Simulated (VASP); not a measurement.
# KTaO3 (a cell with a defect) in VASP: single point with PBEsol

Aim: the single point of KTaO3 (a cell with a defect) with PBEsol.

Program: VASP 6.6.1. These are calculated values, not measurements. Logs are shortened: lines on timing, memory, paths and dates and some standing lists are left out, and cuts for length are marked.

## Step 1: The cell of the first run

The cell holds a defect, 40 atoms: a = 7.971 Å, b = 7.971 Å, c = 7.971 Å, α = 90.00°, β = 90.00°, γ = 90.00°.

## Step 2: Single point, PBEsol

Contents of INCAR:

```
SYSTEM = KTaO3
PREC = Accurate
ENCUT = 520
EDIFF = 1E-7
ISMEAR = -1
SIGMA = 0.05
LREAL = Auto
LASPH = .True.
NELM = 100
ALGO = Normal
ISIF = 2
LWAVE = .False.
LCHARG = .False.
GGA = PS
ISYM = 0
NBANDS = 178
```

Contents of KPOINTS:

```
Automatic mesh
0
Gamma
  1 1 1
  0.25 0.25 0.25
```

Contents of POSCAR:

```
KTaO3
1.0
    7.9708780000      0.0000000000      0.0000000000
    0.0000000000      7.9708780000      0.0000000000
    0.0000000000      0.0000000000      7.9708780000
Ta K O
8 8 24
Direct
    0.1158800000      0.0068630000      0.0466290000
    0.2504130000      0.2543720000      0.7535250000
    0.2689610000      0.7454700000      0.2682010000
    0.2515060000      0.7485920000      0.7552500000
    0.7514030000      0.2581720000      0.2485270000
    0.7541670000      0.2539210000      0.7546280000
    0.7607540000      0.7610330000      0.2464930000
    0.7532620000      0.7521850000      0.7523160000
    0.9893550000      0.9988740000      0.5043790000
    0.9993090000      0.4994840000      0.9963120000
    0.9927150000      0.5024770000      0.5140600000
    0.5213110000      0.0108630000      0.9973030000
    0.5075930000      0.0119770000      0.4963060000
    0.4980440000      0.4925050000      0.0023610000
    0.5117110000      0.4919720000      0.5022050000
    0.2379150000      0.2792980000      0.2864410000
    0.2446360000      0.2116610000      0.9948070000
    0.2400320000      0.1713680000      0.5452400000
    0.2483070000      0.7561240000      0.0017880000
    0.2418270000      0.7753620000      0.5073450000
    0.7364000000      0.2642220000      0.9895160000
    0.7734380000      0.2497610000      0.4930980000
    0.7331350000      0.7446650000      0.9946470000
    0.7615780000      0.7489810000      0.4923760000
    0.9736400000      0.1533390000      0.1602930000
    0.9949370000      0.2696390000      0.7599750000
    0.9994320000      0.8214390000      0.2012220000
    0.9925110000      0.7314480000      0.7535060000
    0.5276890000      0.2750070000      0.2468520000
    0.4967980000      0.2433710000      0.7471370000
    0.5037000000      0.7131340000      0.2562060000
    0.4903350000      0.7655480000      0.7414440000
    0.2761170000      0.9889750000      0.2169210000
    0.1877580000      0.9880190000      0.8016290000
    0.1697260000      0.5463930000      0.2545390000
    0.2541500000      0.5020510000      0.7435270000
    0.7155050000      0.9927730000      0.2526720000
    0.7554130000      0.0001960000      0.7481940000
    0.7945340000      0.5017220000      0.2471380000
    0.7313050000      0.5032630000      0.7399310000
```

Potentials or basis: VASP PAW PBE potentials, release 64 (Ta_pv, K_sv, O).

Started as:

```console
cat potpaw_PBE.64/Ta_pv/POTCAR potpaw_PBE.64/K_sv/POTCAR potpaw_PBE.64/O/POTCAR > POTCAR
mpirun -np 1 vasp_std > vasp.out
```

OUTCAR:

```text
SYSTEM = KTaO3
   PREC = Accurate
   ENCUT = 520
   EDIFF = 1E-7
   ISMEAR = -1
   LREAL = Auto
   LASPH = .True.
   NELM = 100
   ISIF = 2
   GGA = PS
   ISYM = 0

 ion  position               nearest neighbor table
   1  0.116  0.007  0.047-  25 1.86  33 1.87  17 1.97  34 2.04  27 2.14  19 2.29   3 2.99  16 3.05
                             2 3.24  12 3.26   4 3.29
   2  0.250  0.254  0.754-  18 1.79  17 1.95  30 1.97  36 1.98  26 2.04  34 2.21   1 3.24  14 3.38
                            10 3.40  11 3.43  15 3.46  13 3.48  12 3.49   9 3.52
   3  0.269  0.745  0.268-  35 1.78  31 1.89  20 1.93  33 1.98  19 2.13  27 2.30   1 2.99  15 3.36
                            13 3.38  14 3.45  11 3.53   9 3.55  10 3.63  12 3.63
   4  0.252  0.749  0.755-  32 1.91  19 1.97  36 1.97  20 1.99  34 2.01  28 2.07   1 3.29  10 3.42
                            11 3.44  14 3.45   9 3.51  15 3.54  12 3.57  13 3.58
   5  0.751  0.258  0.249-  29 1.79  22 1.96  39 1.97  21 2.07  25 2.08  37 2.13  15 3.35  12 3.36
                            14 3.38  13 3.40  10 3.41  11 3.46   9 3.47
   6  0.754  0.254  0.755-  21 1.88  26 1.92  40 2.00  38 2.02  30 2.05  22 2.09  12 3.31  11 3.35
                            10 3.37  15 3.37   9 3.41  14 3.42  13 3.44
   7  0.761  0.761  0.246-  37 1.88  24 1.96  27 2.00  23 2.02  39 2.08  31 2.09   9 3.34  12 3.40
                            10 3.46  13 3.47  11 3.49  15 3.56  14 3.57
   8  0.753  0.752  0.752-  28 1.91  23 1.94  38 1.98  40 1.99  24 2.07  32 2.10  11 3.35   9 3.36
                            12 3.39  10 3.42  15 3.46  13 3.51  14 3.52
   9  0.989  0.999  0.504-  18 2.45  22 2.64  20 2.69  38 2.69  24 2.70  27 2.80  34 2.85   7 3.34
[... 8 lines left out ...]
                             5 3.40   6 3.44  16 3.46   7 3.47   2 3.48   8 3.51   4 3.58
  14  0.498  0.493  0.002-  29 2.62  21 2.63  31 2.68  23 2.75  40 2.80  36 2.84  30 2.84   5 3.38
                             2 3.38   6 3.42   3 3.45   4 3.45  16 3.51   8 3.52   7 3.57
  15  0.512  0.492  0.502-  40 2.58  31 2.64  29 2.67  30 2.78  36 2.81  22 2.84  24 2.86  16 3.25
                             5 3.35   3 3.36   6 3.37   2 3.46   8 3.46   4 3.54   7 3.56
  16  0.238  0.279  0.286-  35 2.21  18 2.24  29 2.33  17 2.39  33 2.40  25 2.54   1 3.05  11 3.21
                            15 3.25   9 3.46  13 3.46  10 3.47  14 3.51
  17  0.245  0.212  0.995-   2 1.95   1 1.97  16 2.39  12 2.73
  18  0.240  0.171  0.545-   2 1.79  16 2.24   9 2.45  13 2.51
  19  0.248  0.756  0.002-   4 1.97   3 2.13   1 2.29  10 2.85
  20  0.242  0.775  0.507-   3 1.93   4 1.99   9 2.69  13 2.84
  21  0.736  0.264  0.990-   6 1.88   5 2.07  14 2.63  12 2.65  10 2.81
  22  0.773  0.250  0.493-   5 1.96   6 2.09   9 2.64  11 2.67  13 2.84  15 2.84
  23  0.733  0.745  0.995-   8 1.94   7 2.02  12 2.71  14 2.75  10 2.88
  24  0.762  0.749  0.492-   7 1.96   8 2.07   9 2.70  11 2.70  15 2.86
  25  0.974  0.153  0.160-   1 1.86   5 2.08  16 2.54
  26  0.995  0.270  0.760-   6 1.92   2 2.04  10 2.63  11 2.70
  27  0.999  0.821  0.201-   7 2.00   1 2.14   3 2.30   9 2.80
  28  0.993  0.731  0.754-   8 1.91   4 2.07  11 2.64  10 2.68
  29  0.528  0.275  0.247-   5 1.79  16 2.33  14 2.62  15 2.67
  30  0.497  0.243  0.747-   2 1.97   6 2.05  13 2.72  12 2.73  15 2.78  14 2.84
  31  0.504  0.713  0.256-   3 1.89   7 2.09  15 2.64  14 2.68
  32  0.490  0.766  0.741-   4 1.91   8 2.10  13 2.77  12 2.84
  33  0.276  0.989  0.217-   1 1.87   3 1.98  16 2.40  12 2.63
  34  0.188  0.988  0.802-   4 2.01   1 2.04   2 2.21   9 2.85
  35  0.170  0.546  0.255-   3 1.78  16 2.21  10 2.49  11 2.53
  36  0.254  0.502  0.744-   4 1.97   2 1.98  11 2.77  15 2.81  14 2.84  10 2.86
  37  0.716  0.993  0.253-   7 1.88   5 2.13  13 2.56  12 2.56
  38  0.755  0.000  0.748-   8 1.98   6 2.02   9 2.69  12 2.73  13 2.82
  39  0.795  0.502  0.247-   5 1.97   7 2.08  10 2.58  11 2.65
  40  0.731  0.503  0.740-   8 1.99   6 2.00  15 2.58  11 2.75  14 2.80

IMPORTANT INFORMATION: All symmetrisations will be switched off!
NOSYMM: (Re-)initialisation of all symmetry stuff for point group C_1.

----------------------------------------------------------------------------------------

                                     Primitive cell

  volume of cell :     506.4289

  direct lattice vectors                    reciprocal lattice vectors
     7.970878000  0.000000000  0.000000000     0.125456694  0.000000000  0.000000000
     0.000000000  7.970878000  0.000000000     0.000000000  0.125456694  0.000000000
     0.000000000  0.000000000  7.970878000     0.000000000  0.000000000  0.125456694

  length of vectors
     7.970878000  7.970878000  7.970878000     0.125456694  0.125456694  0.125456694

  position of ions in fractional coordinates (direct lattice)
     0.115880000  0.006863000  0.046629000
     0.250413000  0.254372000  0.753525000
     0.268961000  0.745470000  0.268201000
     0.251506000  0.748592000  0.755250000
     0.751403000  0.258172000  0.248527000
     0.754167000  0.253921000  0.754628000
[... 32 lines left out ...]
     0.794534000  0.501722000  0.247138000
     0.731305000  0.503263000  0.739931000

  ion indices of the primitive-cell ions
   primitive index   ion index
                 1           1
                 2           2
                 3           3
                 4           4
                 5           5
                 6           6
[... 32 lines left out ...]
                39          39
                40          40

----------------------------------------------------------------------------------------

 KPOINTS: Automatic mesh

Automatic generation of k-mesh.
 Grid dimensions read from file:
 generate k-points for:    1    1    1

 Generating k-lattice:

  Cartesian coordinates                     Fractional coordinates (reciprocal lattice)
     0.125456694  0.000000000  0.000000000     1.000000000  0.000000000  0.000000000
     0.000000000  0.125456694  0.000000000     0.000000000  1.000000000  0.000000000
     0.000000000  0.000000000  0.125456694     0.000000000  0.000000000  1.000000000

  Length of vectors
     0.125456694  0.125456694  0.125456694

  Shift w.r.t. Gamma in fractional coordinates (k-lattice)
     0.250000000  0.250000000  0.250000000

 Subroutine IBZKPT returns following result:
 ===========================================

 Found      4 irreducible k-points:

 Following reciprocal coordinates:
            Coordinates               Weight
  0.250000  0.250000  0.250000      2.000000
 -0.250000  0.250000  0.250000      2.000000
 -0.250000 -0.250000  0.250000      2.000000
  0.250000 -0.250000  0.250000      2.000000
   k-points           NKPTS =      4   k-points in BZ     NKDIM =      4   number of bands    NBANDS=    178
   number of dos      NEDOS =    301   number of ions     NIONS =     40
   total plane-waves  NPLWV = 216000
   dimension x,y,z NGX =    60 NGY =   60 NGZ =   60
   dimension x,y,z NGXF=   120 NGYF=  120 NGZF=  120
   ions per type =               8   8  24
   NGX,Y,Z   is equivalent  to a cutoff of  12.51, 12.51, 12.51 a.u.
   NGXF,Y,Z  is equivalent  to a cutoff of  25.03, 25.03, 25.03 a.u.
 SYSTEM =  KTaO3
   PREC   = accura    normal or accurate (medium, high low for compatibility)
   ISTART =      0    job   : 0-new  1-cont  2-samecut
   ICHARG =      2    charge: 1-file 2-atom 10-const
   ISPIN  =      1    spin polarized calculation?
   LNONCOLLINEAR =      F non collinear calculations
   LSORBIT =      F    spin-orbit coupling
   LASPH  =      T    aspherical Exc in radial PAW
   ENCUT  =  520.0 eV  38.22 Ry    6.18 a.u.  14.82 14.82 14.82*2*pi/ulx,y,z
   NELM   =    100;   NELMIN=  2; NELMDL= -5     # of ELM steps
   EDIFF  = 0.1E-06   stopping-criterion for ELM
   LREAL  =      T    real-space projection
   EDIFFG = 0.1E-05   stopping-criterion for IOM
   NSW    =      0    number of steps for IOM
   IBRION =     -1    ionic relax: 0-MD 1-quasi-New 2-CG
   NFREE  =      0    steps in history (QN), initial steepest desc. (CG)
   ISIF   =      2    stress and relaxation
   ISYM   =      0    0-nonsym 1-usesym 2-fastsym
   POTIM  = 0.5000    time-step for ionic-motion
   TEBEG  =    0.0;   TEEND  =   0.0 temperature during run
   PSTRESS=    0.0 pullay stress
   NELECT =     304.0000    total number of electrons
   NUPDOWN=      -1.0000    fix difference up-down
   EMIN   =  10.00;   EMAX   =-10.00  energy-range for DOS
   EFERMI =   0.00;   METHOD = LEGACY
   ISMEAR =    -1;   SIGMA  =   0.05  broadening in eV -4-tet -1-fermi 0-gaus
   EFERMI_NEDOS =   21; number of points for ismear=-14 and -15
   IALGO  =     38    algorithm
   IMIX   =      4    mixing-type and parameters
     AMIX     =   0.40;   BMIX     =  1.00
     AMIX_MAG =   1.60;   BMIX_MAG =  1.00
  volume/ion in A,a.u.               =      12.66        85.44
  Fermi-wavevector in a.u.,A,eV,Ry     =   1.380998  2.609709 25.948443  1.907157
  Thomas-Fermi vector in A             =   2.505824
   LORBIT       =      0    0 simple, 1 ext, 2 COOP (PROOUT), +10 PAW based schemes
   GGA     = PS    functional components
   LHFCALC =     F    Hartree Fock is set to
   AEXX    =    0.0000 exact exchange contribution
   IVDW    =     0    specifies the selected vdW correction
   LEPSILON=     F    determine dielectric tensor
   LRPA    =     F    only Hartree local field effects (RPA)
 non-spin polarized calculation
  energy-cutoff  :      520.00
  volume of cell :      506.43
 maximum number of plane-waves:     13601
   NGX = 29   NGY = 29   NGZ = 29

 number of electron     304.0000030 magnetization

 Free energy of the ion-electron system (eV)
  ---------------------------------------------------
  ext. energy  EPLUGINS =         0.00000000
  ---------------------------------------------------
  free energy    TOTEN  =      -336.72952973 eV

  energy without entropy =     -336.72952973  energy(sigma->0) =     -336.72952973

 E-fermi :   2.9096     XC(G=0): -11.0971

 val. band max:        1.7205645749   @ k =   0.2500   0.2500   0.2500
 cond. band min:       4.6932143338   @ k =  -0.2500  -0.2500   0.2500
 fundamental gap:      2.9726497590
 Fermi energy:         2.9096201803

 k-point     1 :       0.2500    0.2500    0.2500
  band No.  band energies     occupation
      1     -33.0134      2.00000
      2     -32.8337      2.00000
      3     -32.7604      2.00000
      4     -32.7134      2.00000
      5     -32.6672      2.00000
      6     -32.6412      2.00000
[... 657 lines left out ...]
    163       6.3441      0.00000
    164       6.5388      0.00000
 [bands above 164 left out]

------------------------ aborting loop because EDIFF is reached ----------------------------------------

  FORCE on cell =-STRESS in cart. coord.  units (eV):
  Direction    XX          YY          ZZ          XY          YZ          ZX
  --------------------------------------------------------------------------------------
  -------------------------------------------------------------------------------------
  Total       22.5083417     22.7974486     25.1792542     -0.4590383     -2.4077645      6.8159736
  in kB       71.2091161     72.1237569     79.6590199     -1.4522488     -7.6173885     21.5635367
  external PRESSURE =      74.3306310 kB  Pullay stress =       0.0000000 kB

 VOLUME and BASIS-vectors are now :
 -----------------------------------------------------------------------------
  energy-cutoff  :      520.00
  volume of cell :      506.43
      direct lattice vectors                 reciprocal lattice vectors
     7.970878000  0.000000000  0.000000000     0.125456694  0.000000000  0.000000000
     0.000000000  7.970878000  0.000000000     0.000000000  0.125456694  0.000000000
     0.000000000  0.000000000  7.970878000     0.000000000  0.000000000  0.125456694

 POSITION                                       TOTAL-FORCE (eV/Angst)
 -----------------------------------------------------------------------------------
      0.92367      0.05470      0.37167        -0.079303     -0.108235     -0.122737
      1.99601      2.02757      6.00626        -0.021213      0.020043      0.165491
      2.14386      5.94205      2.13780         0.012431      0.207032     -0.019490
      2.00472      5.96694      6.02001        -0.083268     -0.063783     -0.074802
      5.98934      2.05786      1.98098         0.239433     -0.053968     -0.040916
      6.01137      2.02397      6.01505        -0.034344     -0.099722     -0.116282
[... 32 lines left out ...]
      6.33313      3.99916      1.96991         0.004545      0.049834      0.015909
      5.82914      4.01145      5.89790        -0.002000      0.041137      0.021719
 -----------------------------------------------------------------------------------
    total drift:                               -0.005944     -0.016416      0.016512

  FREE ENERGIE OF THE ION-ELECTRON SYSTEM (eV)
  ---------------------------------------------------
  free  energy   TOTEN  =      -336.7295297332 eV

  energy  without entropy=     -336.7295297331  energy(sigma->0) =     -336.72952973
```

Run time: 27 min. Hardware: 1 thread of AMD EPYC 7R13, shared host; peak memory 0.6 GiB.

Results:

```
Free energy            : -336.7295 eV
Pressure               : 7.4 GPa
Largest force          : 0.249 eV/Å
Band gap on the k mesh : 2.97 eV
```

Forces on the atoms (eV/Å):
```
Ta  -0.079 -0.108 -0.123
Ta  -0.021  0.020  0.165
Ta   0.012  0.207 -0.019
Ta  -0.083 -0.064 -0.075
Ta   0.239 -0.054 -0.041
Ta  -0.034 -0.100 -0.116
Ta  -0.044 -0.149 -0.060
Ta  -0.124 -0.072 -0.129
K    0.003 -0.007 -0.011
K    0.004 -0.016 -0.007
K    0.000 -0.005  0.001
K   -0.014 -0.018 -0.016
K    0.004 -0.018  0.000
K   -0.020  0.010 -0.009
K   -0.007 -0.001  0.001
K   -0.019 -0.002 -0.009
O    0.037  0.033  0.037
O    0.012 -0.125 -0.196
O   -0.008  0.001  0.058
O    0.002 -0.009  0.029
O   -0.011  0.023  0.105
O    0.015  0.004  0.043
O    0.039  0.001  0.085
O   -0.010  0.029  0.053
O   -0.084  0.089  0.055
O    0.036  0.034  0.013
O    0.040  0.000  0.001
O    0.108  0.041  0.045
O   -0.243  0.008 -0.010
O    0.023  0.022 -0.016
O    0.111 -0.030  0.012
O    0.087  0.040  0.013
O    0.130  0.023  0.111
O    0.003  0.091 -0.044
O   -0.122 -0.184 -0.017
O    0.012  0.021  0.002
O   -0.002  0.120  0.017
O    0.004  0.052  0.013
O    0.005  0.050  0.016
O   -0.002  0.041  0.022
```

Caveat: the k points lie up to 0.79 Å⁻¹ apart; the PAW data sets were made with another functional, which shifts forces and pressure a little; spin-orbit coupling is left out, which moves the levels of the heavy elements.
